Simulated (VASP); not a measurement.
Runs of VASP 6.6.1 on CdTe. Symmetry: F-43m, No. 216, cubic system. The conventional cell has a = 6.410 Å, b = 6.410 Å, c = 6.410 Å, α = 90.00°, β = 90.00°, γ = 90.00°. Cd (site symmetry -43m) has 4 Te at 2.78 Å within 3.7 Å. Te (site symmetry -43m) has 4 Cd at 2.78 Å within 3.7 Å. 

```csv
level,potentials or basis,gap on the mesh (eV),pressure (GPa)
LDA,"VASP PAW LDA potentials, release 64 (Cd, Te)",0.65,0.3
PBE,"VASP PAW PBE potentials, release 64 (Cd, Te)",0.87,(b)
revPBE,"VASP PAW PBE potentials, release 64 (Cd, Te)",(a),5.7
r2SCAN,"VASP PAW PBE potentials, release 64 (Cd, Te)",1.38,3.4
PBEsol,"VASP PAW PBE potentials, release 64 (Cd, Te)",0.76,1.9
```

Alike in all rows: task single point; no spin polarisation; cell as given; k mesh 6 × 6 × 6; cutoff (eV) 520; smearing gaussian 0.01 eV.

**Question.** Estimate the missing entries.

**Answer.** (a) 0.98; (b) 4.4.

Caveats: spin-orbit coupling is left out, which moves the levels of the heavy elements; the PAW data sets were made with another functional, which shifts forces and pressure a little (some runs).

A k mesh can miss the band edges, and the runs leave out spin-orbit coupling on Cd, Te.
